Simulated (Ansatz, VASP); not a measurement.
**Two plane-wave programs on Sn2Te3O**

Contents of INCAR:

```
PREC     = Accurate       # precision mode
ENCUT    = 600            # plane-wave cutoff, eV
EDIFF    = 1E-6           # SCF threshold, eV
ISMEAR   = 0              # smearing method
SIGMA    = 0.1            # smearing width, eV
LREAL    = False          # projectors in reciprocal space
LASPH    = True           # aspherical terms in the spheres
NELM     = 120            # most SCF steps
ALGO     = Normal         # electronic algorithm
ISIF     = 2              # what is computed and relaxed
LWAVE    = False          # write WAVECAR
LCHARG   = False          # write CHGCAR
GGA      = PE             # functional
NBANDS   = 35             # bands
GGA_COMPAT= False
```

File KPOINTS:

```
Automatic mesh
0
Gamma
  3 3 3
```

File POSCAR:

```
Sn2Te3O
1.0
    3.0171857000      1.7419729800      5.7061256300
   -3.0171857000      1.7419729800      5.7061256300
    0.0000000000     -3.4839459500      5.7061256300
Sn Te O
2 3 1
Direct
    0.1027528700      0.1027528700      0.1027528700
    0.8972471300      0.8972471300      0.8972471300
    0.5000000000      0.5000000000      0.0000000000
    0.0000000000      0.5000000000      0.5000000000
    0.5000000000      0.0000000000      0.5000000000
    0.0000000000      0.0000000000      0.0000000000
```

Input for Ansatz:

```yaml
crystal:
  lattice:
    - [3.0171857, 1.74197298, 5.70612563]
    - [-3.0171857, 1.74197298, 5.70612563]
    - [0.0, -3.48394595, 5.70612563]
  atoms:
    - { symbol: Sn, position: [0.10275287, 0.10275287, 0.10275287] }
    - { symbol: Sn, position: [0.89724713, 0.89724713, 0.89724713] }
    - { symbol: Te, position: [0.5, 0.5, 0.0] }
    - { symbol: Te, position: [0.0, 0.5, 0.5] }
    - { symbol: Te, position: [0.5, 0.0, 0.5] }
    - { symbol: O, position: [0.0, 0.0, 0.0] }
basis:
  ecutwfc: 420
kpoints:
  mp_grid: { grid: [3, 3, 3] }
hamiltonian:
  xc: pbe
scf:
  occupations: { method: gaussian, width: 0.1 }
  lower_state_search: "off"
output:
  forces: true
  stress: true
  eigenvalues: true
```

Alike in both runs: task single point; functional PBE; k mesh 3 × 3 × 3; occupations gaussian, width 0.1 eV; no spin polarisation.

```csv
,VASP,Ansatz
version,VASP 6.6.1,Ansatz 0.2.0
potentials or method,"VASP PAW PBE potentials, release 64 (Sn_d, Te, O), cutoff 600 eV","scalar-relativistic, plane waves, PAW"
valence electrons in the cell,52,82
```

|  | VASP | Ansatz | Ansatz less VASP |
| --- | --- | --- | --- |
| gap on the k mesh at the Fermi level (eV) | none | none | - |
| pressure (GPa) | 13.1 | 13.4 | +0.29 |
| traceless stress, the component that is largest in VASP (GPa) | 8.23 | 8.58 | +0.346 |
| rms of the force components (eV/Å) | 2.405 | 2.468 | +0.0630 |

Atom by atom the forces differ by 0.063 eV/Å (rms over components). A gap of «none» marks a metal or a gap that the smearing closes. The functional is the same, so the differences come from potentials, cutoffs and numerics. VASP's potentials hold 52 valence electrons a cell and Ansatz's 82, so a difference there can come from the potentials and not from the codes.

The k mesh is coarse, so the values compare programs but aren't converged. Neither program's run includes spin-orbit coupling.
